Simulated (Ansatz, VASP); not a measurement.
## Os: VASP beside Ansatz

```
Os
1.0
     0.00000    1.88665    1.94500
     1.88665    0.00000    1.94500
     1.88665    1.88665    0.00000
Os
1
Direct
  0.00000 0.00000 0.00000
```

Change from the starting cell: strain -0.030 along x and y, +0.000 along z, atoms carried along.

Alike in both runs: task single point; functional PBEsol; k mesh 20 × 20 × 20; occupations gaussian, width 0.15 eV; no spin polarisation.

|  | VASP | Ansatz |
| --- | --- | --- |
| version | VASP 6.6.1 | Ansatz 0.2.0 |
| potentials or method | VASP PAW PBE potentials, release 64 (Os), cutoff 520 eV | scalar-relativistic, plane waves, PAW |
| valence electrons in the cell | 8 | 16 |

VASP gave:

```
gap on the k mesh at the Fermi level (eV)                     : none
pressure (GPa)                                                : 3.9
traceless stress, the component that is largest in VASP (GPa) : -7.16
```

Question: Which values does Ansatz return?

Answer: gap on the k mesh at the Fermi level (eV): none; pressure (GPa): 3.2; traceless stress, the component that is largest in VASP (GPa): -7.18.

VASP's potentials were made for PBE, not for PBEsol. A gap of «none» marks a metal or a gap that the smearing closes. With one functional, cell and mesh, what is left measures potentials, basis and numerics. VASP's potentials hold 8 valence electrons a cell and Ansatz's 16, so a difference there can come from the potentials and not from the codes.

Spin-orbit coupling is off throughout.
